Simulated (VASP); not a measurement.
Here is a VASP 6.6.1 calculation.

INCAR

```
ALGO = Normal
EDIFF = 1E-8
ENCUT = 520
GGA = PE
ISIF = 2
ISMEAR = -1
LASPH = T
LCHARG = F
LEFG = T
LREAL = F
LWAVE = F
NBANDS = 17
NELM = 80
PREC = Accurate
SIGMA = 0.03
```

Contents of KPOINTS:

```
k-points
0
Gamma
  11 11 11
```

POSCAR

```
PbS
1.0
    0.0000000000      3.2943222846      3.2943222846
    3.2943222846      0.0000000000      3.2943222846
    3.2943222846      3.2943222846      0.0000000000
Pb S
1 1
Direct
    0.0000000000      0.0000000000      0.0000000000
    0.2500000000      0.2500000000      0.2500000000
```

Potentials or basis: VASP PAW PBE potentials, release 64 (Pb_d, S).

The run is started by

```bash
$ cat potpaw_PBE.64/Pb_d/POTCAR potpaw_PBE.64/S/POTCAR > POTCAR
$ mpirun -np 1 vasp_std > vasp.out
```

**Question.** Estimate the band gap on the k mesh.

**Answer.** 0.86 eV, indirect (least direct gap 1.28 eV).

**Question.** What does it give for the pressure?

**Answer.** 0.9 GPa.

Caveat: without QUAD_EFG the Cq values of the log hold for a quadrupole moment of 1 mb, not for the nuclei; spin-orbit coupling is left out, which moves the levels of the heavy elements. A k mesh can miss the band edges.
